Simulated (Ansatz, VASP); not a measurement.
# Two plane-wave programs on CaF2

```
CELL_PARAMETERS angstrom
0.00000 2.73160 2.73160
2.73160 0.00000 2.73160
2.73160 2.73160 0.00000
ATOMIC_POSITIONS crystal
Ca 0.00000 0.00000 0.00000
F 0.25000 0.25000 0.25000
F 0.75000 0.75000 0.75000
```

Alike in both runs: task relaxation of cell and atoms; functional LDA; k mesh 6 × 6 × 6; occupations gaussian, width 0.02 eV; no spin polarisation.

|  | VASP | Ansatz |
| --- | --- | --- |
| version | VASP 6.6.1 | Ansatz 0.2.0 |
| potentials or method | VASP PAW LDA potentials, release 64 (Ca_sv, F), cutoff 600 eV | scalar-relativistic, plane waves, PAW |
| valence electrons in the cell | 24 | 24 |

VASP gave:

- gap on the k mesh at the Fermi level, each at its own relaxed structure (eV): 7.34
- relaxed volume (Å³/atom): 12.64
- relaxed cell length with the largest relative difference (Å): 3.771

Task: Which values does Ansatz return?

Result: gap on the k mesh at the Fermi level, each at its own relaxed structure (eV): 7.38; relaxed volume (Å³/atom): 12.59; relaxed cell length with the largest relative difference (Å): 3.766.

Ansatz warns that its potentials were made for another functional, while VASP's fit it. LDA's correlation is that of Perdew and Zunger in VASP and of Perdew and Wang (1992) in Ansatz.
